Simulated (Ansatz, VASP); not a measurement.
# One calculation of Se, two programs

```xyz
3
Lattice="4.3662 -0.0437 -0.0437 -2.2209 3.8031 -0.0160 -0.0495 -0.0495 4.9536" Properties=species:S:1:pos:R:3 pbc="T T T"
Se    0.9676   -0.0264    1.6414
Se   -0.5336    0.8242    3.2988
Se    1.6617    2.9120   -0.0462
```

Change from the starting cell: equal xy, yz and zx shear strains of -2 %, crystal datasets.

Alike in both runs: task electric field gradients; functional PBEsol; k mesh 6 × 6 × 5; occupations fermi-dirac, width 0.03 eV; no spin polarisation.

|  | VASP | Ansatz |
| --- | --- | --- |
| version | VASP 6.6.1 | Ansatz 0.2.0 |
| potentials or method | VASP PAW PBE potentials, release 64 (Se), cutoff 520 eV | all-electron PAW with datasets made for the crystal, scalar-relativistic |

|  | VASP | Ansatz | Ansatz less VASP |
| --- | --- | --- | --- |
| gap on the k mesh at the Fermi level (eV) | 1.10 | 1.11 | +0.008 |
| pressure (GPa) | 0.5 | 0.3 | -0.20 |
| traceless stress, the component that is largest in VASP (GPa) | 1.52 | 1.50 | -0.021 |
| rms of the force components (eV/Å) | 0.291 | 0.268 | -0.0229 |
| size of Vzz on the site where it differs most (V/Å²) | 503.9 | 526.6 | +22.72 |

VASP's potentials were made for PBE, not for PBEsol. Atom by atom the forces differ by 0.029 eV/Å (rms over components). Ansatz ran all-electron here, and VASP with PAW potentials.
